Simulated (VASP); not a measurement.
# SnO2 (R-3m) in VASP: further runs

Runs on SnO2. Level: PBEsol. Tasks: single point.

All numbers are computed with VASP 6.6.1; they aren't measurements. Logs are shortened: lines on timing, memory, paths and dates and some standing lists are left out, and cuts for length are marked.

### Step 1. The cell of the first run

It takes space group R-3m (No. 166, trigonal). Conventional cell: a = 3.234 Å, b = 3.234 Å, c = 14.402 Å, α = 90.00°, β = 90.00°, γ = 120.00°. Within 2.8 Å of Sn (site symmetry -3m) lie 6 O at 2.13 Å. Within 2.8 Å of O (site symmetry 3m) lie 3 Sn at 2.13 Å and 3 O at 2.76 Å.

### Step 2. Single point, PBEsol

The input, INCAR:

```
  PREC = Accurate
  ENCUT = 520
  EDIFF = 1E-6
  ISMEAR = 1
  SIGMA = 0.05
  LREAL = F
  LASPH = T
  NELM = 80
  ALGO = Normal
  ISIF = 2
  LWAVE = F
  LCHARG = F
  GGA = PS
  NBANDS = 20
```

The input, KPOINTS:

```
Automatic mesh
0
Gamma
  8 8 8
```

The input, POSCAR:

```
SnO2
1.0
    1.6170930000      0.9336290000      4.8005930000
   -1.6170930000      0.9336290000      4.8005930000
    0.0000000000     -1.8672580000      4.8005930000
Sn O
1 2
Direct
    0.5000000000      0.5000000000      0.5000000000
    0.2371700000      0.2371700000      0.2371700000
    0.7628300000      0.7628300000      0.7628300000
```

Potentials or basis: VASP PAW PBE potentials, release 64 (Sn_d, O).

The run is started by

```console
$ cat potpaw_PBE.64/Sn_d/POTCAR potpaw_PBE.64/O/POTCAR > POTCAR
$ mpirun -np 1 vasp_std > vasp.out
```

OUTCAR:

```text
PREC = Accurate
   ENCUT = 520
   EDIFF = 1E-6
   ISMEAR = 1
   LREAL = F
   LASPH = T
   NELM = 80
   ISIF = 2
   GGA = PS

 ion  position               nearest neighbor table
   1  0.500  0.500  0.500-   2 2.13   3 2.13   2 2.13   2 2.13   3 2.13   3 2.13
   2  0.237  0.237  0.237-   1 2.13   1 2.13   1 2.13
   3  0.763  0.763  0.763-   1 2.13   1 2.13   1 2.13

  LATTYP: Found a trigonal (rhomboedric) cell.
 ALAT       =     5.1509558367
 COS(alpha) =     0.8028828836

  Lattice vectors:

 A1 = (   1.6170930000,   0.9336290000,   4.8005930000)
 A2 = (  -1.6170930000,   0.9336290000,   4.8005930000)
 A3 = (   0.0000000000,  -1.8672580000,   4.8005930000)

Analysis of symmetry for initial positions (statically):
=====================================================================
 Subroutine PRICEL returns:
 Original cell was already a primitive cell.

 Routine SETGRP: Setting up the symmetry group for a
 trigonal (rhombohedral) supercell.

 Subroutine GETGRP returns: Found 12 space group operations
 (whereof 12 operations were pure point group operations)
 out of a pool of 12 trial point group operations.

The static configuration has the point symmetry D_3d.

Analysis of symmetry for dynamics (positions and initial velocities):
=====================================================================
 Subroutine PRICEL returns:
 Original cell was already a primitive cell.

 Routine SETGRP: Setting up the symmetry group for a
 trigonal (rhombohedral) supercell.

 Subroutine GETGRP returns: Found 12 space group operations
 (whereof 12 operations were pure point group operations)
 out of a pool of 12 trial point group operations.

The dynamic configuration has the point symmetry D_3d.

 Subroutine INISYM returns: Found 12 space group operations
 (whereof 12 operations are pure point group operations),
 and found     1 'primitive' translations

----------------------------------------------------------------------------------------

                                     Primitive cell

  volume of cell :      43.4866

  direct lattice vectors                    reciprocal lattice vectors
     1.617093000  0.933629000  4.800593000     0.309196812  0.178514878  0.069435866
    -1.617093000  0.933629000  4.800593000    -0.309196812  0.178514878  0.069435866
     0.000000000 -1.867258000  4.800593000     0.000000000 -0.357029755  0.069435866

  length of vectors
     5.150955837  5.150955837  5.150955794     0.363719080  0.363719080  0.363719103

  position of ions in fractional coordinates (direct lattice)
     0.500000000  0.500000000  0.500000000
     0.237170000  0.237170000  0.237170000
     0.762830000  0.762830000  0.762830000

  ion indices of the primitive-cell ions
   primitive index   ion index
                 1           1
                 2           2
                 3           3

----------------------------------------------------------------------------------------

 KPOINTS: Automatic mesh

Automatic generation of k-mesh.
 Grid dimensions read from file:
 generate k-points for:    8    8    8

 Generating k-lattice:

  Cartesian coordinates                     Fractional coordinates (reciprocal lattice)
     0.038649601  0.022314360  0.008679483     0.125000000  0.000000000  0.000000000
    -0.038649601  0.022314360  0.008679483     0.000000000  0.125000000  0.000000000
     0.000000000 -0.044628719  0.008679483     0.000000000  0.000000000  0.125000000

  Length of vectors
     0.045464885  0.045464885  0.045464888

  Shift w.r.t. Gamma in fractional coordinates (k-lattice)
     0.000000000  0.000000000  0.000000000

 Subroutine IBZKPT returns following result:
 ===========================================

 Found     65 irreducible k-points:

 Following reciprocal coordinates:
            Coordinates               Weight
  0.000000  0.000000  0.000000      1.000000
  0.125000  0.000000  0.000000      6.000000
  0.250000  0.000000  0.000000      6.000000
  0.375000 -0.000000 -0.000000      6.000000
  0.500000  0.000000  0.000000      3.000000
  0.125000  0.125000  0.000000      6.000000
[... 16 lines left out ...]
  0.250000  0.125000  0.125000      6.000000
  0.375000  0.125000  0.125000      6.000000
 [... further k-points ...]
   k-points           NKPTS =     65   k-points in BZ     NKDIM =     65   number of bands    NBANDS=     20
   number of dos      NEDOS =    301   number of ions     NIONS =      3
   total plane-waves  NPLWV =  64000
   dimension x,y,z NGX =    40 NGY =   40 NGZ =   40
   dimension x,y,z NGXF=    80 NGYF=   80 NGZF=   80
   ions per type =               1   2
   NGX,Y,Z   is equivalent  to a cutoff of  12.91, 12.91, 12.91 a.u.
   NGXF,Y,Z  is equivalent  to a cutoff of  25.82, 25.82, 25.82 a.u.
 SYSTEM =  unknown system
   PREC   = accura    normal or accurate (medium, high low for compatibility)
   ISTART =      0    job   : 0-new  1-cont  2-samecut
   ICHARG =      2    charge: 1-file 2-atom 10-const
   ISPIN  =      1    spin polarized calculation?
   LNONCOLLINEAR =      F non collinear calculations
   LSORBIT =      F    spin-orbit coupling
   LASPH  =      T    aspherical Exc in radial PAW
   ENCUT  =  520.0 eV  38.22 Ry    6.18 a.u.   9.58  9.58  9.58*2*pi/ulx,y,z
   NELM   =     80;   NELMIN=  2; NELMDL= -5     # of ELM steps
   EDIFF  = 0.1E-05   stopping-criterion for ELM
   LREAL  =      F    real-space projection
   EDIFFG = 0.1E-04   stopping-criterion for IOM
   NSW    =      0    number of steps for IOM
   IBRION =     -1    ionic relax: 0-MD 1-quasi-New 2-CG
   NFREE  =      0    steps in history (QN), initial steepest desc. (CG)
   ISIF   =      2    stress and relaxation
   ISYM   =      2    0-nonsym 1-usesym 2-fastsym
   POTIM  = 0.5000    time-step for ionic-motion
   TEBEG  =    0.0;   TEEND  =   0.0 temperature during run
   PSTRESS=    0.0 pullay stress
   NELECT =      26.0000    total number of electrons
   NUPDOWN=      -1.0000    fix difference up-down
   EMIN   =  10.00;   EMAX   =-10.00  energy-range for DOS
   EFERMI =   0.00;   METHOD = LEGACY
   ISMEAR =     1;   SIGMA  =   0.05  broadening in eV -4-tet -1-fermi 0-gaus
   EFERMI_NEDOS =   21; number of points for ismear=-14 and -15
   IALGO  =     38    algorithm
   IMIX   =      4    mixing-type and parameters
     AMIX     =   0.40;   BMIX     =  1.00
     AMIX_MAG =   1.60;   BMIX_MAG =  1.00
  volume/ion in A,a.u.               =      14.50        97.82
  Fermi-wavevector in a.u.,A,eV,Ry     =   1.379158  2.606231 25.879338  1.902078
  Thomas-Fermi vector in A             =   2.504154
   LORBIT       =      0    0 simple, 1 ext, 2 COOP (PROOUT), +10 PAW based schemes
   GGA     = PS    functional components
   LHFCALC =     F    Hartree Fock is set to
   AEXX    =    0.0000 exact exchange contribution
   IVDW    =     0    specifies the selected vdW correction
   LEPSILON=     F    determine dielectric tensor
   LRPA    =     F    only Hartree local field effects (RPA)
 non-spin polarized calculation
 Methfessel and Paxton  Order N= 1 SIGMA  =   0.05
  energy-cutoff  :      520.00
  volume of cell :       43.49
 maximum number of plane-waves:      1184
 NGX is ok and might be reduce to    40
   NGX = 19   NGY = 19   NGZ = 19

 number of electron      26.0000004 magnetization

 Free energy of the ion-electron system (eV)
  ---------------------------------------------------
  ext. energy  EPLUGINS =         0.00000000
  ---------------------------------------------------
  free energy    TOTEN  =       -19.29670580 eV

  energy without entropy =      -19.29756730  energy(sigma->0) =      -19.29699297

 E-fermi :   3.2018     XC(G=0): -10.2194

 val. band max:        3.1804630712   @ k =  -0.1250   0.2500   0.1250
 cond. band min:       5.0300219190   @ k =   0.0000   0.0000   0.0000
 fundamental gap:      1.8495588478
 Fermi energy:         3.2018131859

 k-point     1 :       0.0000    0.0000    0.0000
  band No.  band energies     occupation
      1     -16.7294      2.00000
      2     -16.5112      2.00000
      3     -16.5112      2.00000
      4     -16.3272      2.00000
      5     -16.3272      2.00000
      6     -14.6964      2.00000
[... 12 lines left out ...]
     19      20.1562      0.00000
     20      20.1563      0.00000

 k-point     2 :       0.1250    0.0000    0.0000
  band No.  band energies     occupation
      1     -16.6913      2.00000
      2     -16.6101      2.00000
      3     -16.4802      2.00000
      4     -16.3547      2.00000
      5     -16.3268      2.00000
      6     -14.5848      2.00000
[... 12 lines left out ...]
     19      17.8694      0.00000
     20      20.2538      0.00000

 k-point     3 :       0.2500    0.0000    0.0000
  band No.  band energies     occupation
      1     -16.9436      2.00000
      2     -16.5136      2.00000
      3     -16.4290      2.00000
      4     -16.3824      2.00000
      5     -16.3004      2.00000
      6     -14.2375      2.00000
[... 12 lines left out ...]
     19      16.3361      0.00000
     20      20.0830      0.00000

 k-point     4 :       0.3750   -0.0000   -0.0000
  band No.  band energies     occupation
      1     -17.1957      2.00000
      2     -16.4709      2.00000
      3     -16.4200      2.00000
      4     -16.3335      2.00000
      5     -16.2295      2.00000
      6     -13.7528      2.00000
[... 12 lines left out ...]
     19      15.8116      0.00000
     20      17.8441      0.00000

 k-point     5 :       0.5000    0.0000    0.0000
  band No.  band energies     occupation
      1     -17.2913      2.00000
      2     -16.4775      2.00000
      3     -16.4226      2.00000
      4     -16.2942      2.00000
      5     -16.1930      2.00000
      6     -13.4918      2.00000
[... 12 lines left out ...]
     19      16.3003      0.00000
     20      16.4956      0.00000

 k-point     6 :       0.1250    0.1250    0.0000
  band No.  band energies     occupation
      1     -16.6911      2.00000
      2     -16.6101      2.00000
      3     -16.4801      2.00000
      4     -16.3548      2.00000
      5     -16.3267      2.00000
      6     -14.5817      2.00000
[... 12 lines left out ...]
     19      17.7708      0.00000
     20      20.3150      0.00000

 k-point     7 :       0.2500    0.1250   -0.0000
  band No.  band energies     occupation
      1     -16.8154      2.00000
      2     -16.6198      2.00000
      3     -16.4224      2.00000
      4     -16.3798      2.00000
      5     -16.3128      2.00000
      6     -14.3314      2.00000
[... 12 lines left out ...]
     19      16.7409      0.00000
     20      19.5998      0.00000
[... 277 lines left out ...]
 k-point    20 :      -0.3750    0.3750    0.0000
  band No.  band energies     occupation
      1     -17.0660      2.00000
      2     -16.7768      2.00000
      3     -16.3938      2.00000
      4     -16.3153      2.00000
      5     -16.3076      2.00000
      6     -12.7592      2.00000
[... 12 lines left out ...]
     19      16.7518      0.00000
     20      19.3697      0.00000

 k-point    21 :       0.5000    0.5000    0.0000
  band No.  band energies     occupation
      1     -17.2895      2.00000
      2     -16.4770      2.00000
      3     -16.4219      2.00000
      4     -16.2935      2.00000
      5     -16.1930      2.00000
      6     -13.5205      2.00000
[... 12 lines left out ...]
     19      15.6513      0.00000
     20      19.7227      0.00000

 k-point    22 :       0.1250    0.1250    0.1250
  band No.  band energies     occupation
      1     -16.7294      2.00000
      2     -16.5112      2.00000
      3     -16.5112      2.00000
      4     -16.3271      2.00000
      5     -16.3271      2.00000
      6     -14.6824      2.00000
[... 12 lines left out ...]
     19      20.0355      0.00000
     20      20.1883      0.00000

 k-point    23 :       0.2500    0.1250    0.1250
  band No.  band energies     occupation
      1     -16.6917      2.00000
      2     -16.6107      2.00000
      3     -16.4801      2.00000
      4     -16.3548      2.00000
      5     -16.3268      2.00000
      6     -14.5619      2.00000
[... 12 lines left out ...]
     19      17.8585      0.00000
     20      20.2925      0.00000

 k-point    24 :       0.3750    0.1250    0.1250
  band No.  band energies     occupation
      1     -16.9451      2.00000
      2     -16.5144      2.00000
      3     -16.4289      2.00000
      4     -16.3824      2.00000
      5     -16.3004      2.00000
      6     -14.2082      2.00000
[... 12 lines left out ...]
     19      16.3040      0.00000
     20      19.3557      0.00000

 [... further k-points ...]

------------------------ aborting loop because EDIFF is reached ----------------------------------------

  FORCE on cell =-STRESS in cart. coord.  units (eV):
  Direction    XX          YY          ZZ          XY          YZ          ZX
  --------------------------------------------------------------------------------------
  -------------------------------------------------------------------------------------
  Total       -1.3898250     -1.3898247     -0.9787529      0.0000000     -0.0000000      0.0000000
  in kB      -51.2053366    -51.2053279    -36.0602030      0.0000000     -0.0000000      0.0000000
  external PRESSURE =     -46.1569558 kB  Pullay stress =       0.0000000 kB

 VOLUME and BASIS-vectors are now :
 -----------------------------------------------------------------------------
  energy-cutoff  :      520.00
  volume of cell :       43.49
      direct lattice vectors                 reciprocal lattice vectors
     1.617093000  0.933629000  4.800593000     0.309196812  0.178514878  0.069435866
    -1.617093000  0.933629000  4.800593000    -0.309196812  0.178514878  0.069435866
     0.000000000 -1.867258000  4.800593000     0.000000000 -0.357029755  0.069435866

 POSITION                                       TOTAL-FORCE (eV/Angst)
 -----------------------------------------------------------------------------------
      0.00000      0.00000      7.20089         0.000000     -0.000000     -0.000000
      0.00000      0.00000      3.41567         0.000000     -0.000000     -0.346399
      0.00000      0.00000     10.98611         0.000000      0.000000      0.346399
 -----------------------------------------------------------------------------------
    total drift:                                0.000000      0.000000      0.000000

  FREE ENERGIE OF THE ION-ELECTRON SYSTEM (eV)
  ---------------------------------------------------
  free  energy   TOTEN  =       -19.2967057973 eV

  energy  without entropy=      -19.2975673021  energy(sigma->0) =      -19.29699297
```

Run time: 2.5 min. Hardware: 1 thread of Intel Xeon 8259CL, shared host; peak memory 0.26 GiB.

What came out:

| Property | Result |
| --- | --- |
| Free energy | -19.2967 eV |
| Pressure | -4.6 GPa |
| Largest force | 0.346 eV/Å |
| Band gap on the k mesh | 1.85 eV (least direct gap 1.97 eV) |

Forces in eV/Å, atoms in the order of the input:
```
Sn   0.000  0.000  0.000
O    0.000  0.000 -0.346
O    0.000  0.000  0.346
```

Caveat: the cell stands under tension; the PAW data sets were made with another functional, which shifts forces and pressure a little; spin-orbit coupling is left out, which moves the levels of the heavy elements.

### Step 3. Single point, PBEsol

This run uses another cell than the first one, of 14.79 Å³/atom.

The input, INCAR:

```
SYSTEM = SnO2
PREC     = Accurate       ! precision mode
ENCUT    = 520            ! plane-wave cutoff, eV
EDIFF    = 1E-6           ! SCF threshold, eV
ISMEAR   = 1              ! smearing method
SIGMA    = 0.05           ! smearing width, eV
LREAL    = .FALSE.        ! projectors in reciprocal space
LASPH    = .TRUE.         ! aspherical terms in the spheres
NELM     = 100            ! most SCF steps
ALGO     = Normal         ! electronic algorithm
ISIF     = 2              ! what is computed and relaxed
LWAVE    = .FALSE.        ! write WAVECAR
LCHARG   = .FALSE.        ! write CHGCAR
GGA      = PS             ! functional
NBANDS   = 20             ! bands
```

The input, KPOINTS:

```
regular mesh
0
G
  8 8 8
  0 0 0
```

The input, POSCAR:

```
SnO2
1.0
    1.6278025373      0.9398121537      4.8323859332
   -1.6278025373      0.9398121537      4.8323859332
    0.0000000000     -1.8796243074      4.8323859332
Sn O
1 2
Direct
    0.5000000000      0.5000000000      0.5000000000
    0.2371700000      0.2371700000      0.2371700000
    0.7628300000      0.7628300000      0.7628300000
```

Potentials or basis: VASP PAW PBE potentials, release 64 (Sn_d, O).

The run is started by

```console
$ cat potpaw_PBE.64/Sn_d/POTCAR potpaw_PBE.64/O/POTCAR > POTCAR
$ mpirun -np 1 vasp_std > vasp.out
```

Wall time 2 min (1 thread of Intel Xeon 8259CL, shared host); peak memory 0.26 GiB.

Results (log left out):

```
Free energy            : -19.2658 eV
Pressure               : -7.1 GPa
Largest force          : 0.540 eV/Å
Band gap on the k mesh : 1.73 eV (least direct gap 1.83 eV)
```

Forces on the atoms (eV/Å):
```
Sn   0.000  0.000  0.000
O    0.000  0.000 -0.540
O    0.000  0.000  0.540
```

Stress tensor (GPa, compression positive):
```
-8.16  0.00  0.00
 0.00 -8.16  0.00
 0.00  0.00 -5.06
```

Levels at points of the mesh, in eV from the valence-band top:
```csv
k point,band 10,band 11,band 12,band 13,band 14,band 15,band 16,band 17
"(0.00, 0.00, 0.00)",-1.26,-0.90,-0.90,-0.10,1.73,5.47,10.70,10.70
"(0.50, 0.00, 0.00)",-2.91,-1.45,-0.60,-0.54,5.04,7.46,9.78,12.02
"(0.50, 0.50, 0.00)",-3.00,-1.12,-0.47,-0.02,4.79,6.66,10.40,11.05
"(0.50, 0.50, 0.50)",-1.32,-1.22,-0.85,-0.85,2.97,5.41,10.86,10.86
```

Caveat: the cell stands under tension; the PAW data sets were made with another functional, which shifts forces and pressure a little; spin-orbit coupling is left out, which moves the levels of the heavy elements. A k mesh can miss the band edges.

(Continued in part 2 of 2.)
